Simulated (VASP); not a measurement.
Runs of VASP 6.6.1 on HfSiO4. The structure is that of space group I4_1/amd (No. 141), or close to it. The cells are those of the table. 

| task | cell | k mesh | gap on the mesh (eV) | pressure (GPa) | largest force (eV/Å) |
| --- | --- | --- | --- | --- | --- |
| single point | a = 5.447 Å, angles 107.0, 107.0, 114.6°, 12 atoms | 7 × 7 × 7 | 5.64 | 16.2 | 0.20 |
| single point | a = 5.485 Å, angles 107.0, 107.0, 114.6°, 12 atoms | 7 × 7 × 7 | 5.53 | 10.4 | 0.20 |
| single point | a = 5.490 Å, angles 106.5, 106.5, 115.7°, 12 atoms | 7 × 7 × 7 | (b) | 11.0 | 0.20 |
| electric field gradients | a = 5.474 Å, angles 106.2, 106.2, 116.2°, 12 atoms | 5 × 5 × 5 | 5.55 | 14.6 | 0.50 |
| relaxation of the atoms | atoms relaxed from a = 5.522 Å, angles 107.0, 107.0, 114.6°, 12 atoms | 5 × 5 × 5 | 5.44 | 5.0 | 0.02 |
| electric field gradients | a = 5.485 Å, angles 107.0, 107.0, 114.6°, 12 atoms | 5 × 5 × 5 | 5.53 | 10.7 | 0.36 |
| single point | a = 5.409 Å, angles 107.0, 107.0, 114.6°, 12 atoms | 7 × 7 × 7 | 5.75 | 22.5 | 0.21 |
| single point | a = 5.522 Å, angles 107.0, 107.0, 114.6°, 12 atoms | 5 × 5 × 5 | 5.43 | 5.3 | 0.20 |
| single point | a = 5.474 Å, angles 106.2, 106.2, 116.2°, 12 atoms | 7 × 7 × 7 | 5.56 | (a) | 0.20 |
| single point | a = 5.506 Å, angles 106.7, 106.7, 115.2°, 12 atoms | 7 × 7 × 7 | 5.47 | 8.1 | 0.20 |
| electric field gradients | a = 5.630 Å, angles 107.0, 107.0, 114.6°, 12 atoms | 5 × 5 × 5 | 5.13 | -8.0 | 0.29 |

Alike in all rows: level PBE; potentials or basis VASP PAW PBE potentials, release 64 (Hf_pv, Si, O); no spin polarisation; cutoff (eV) 520; smearing fermi-dirac 0.02 eV.

Question: Estimate the missing entries.

Answer: (a) 14.1; (b) 5.52.

Caveats: spin-orbit coupling is left out, which moves the levels of the heavy elements.

A k mesh can miss the band edges, and the runs leave out spin-orbit coupling on Hf.
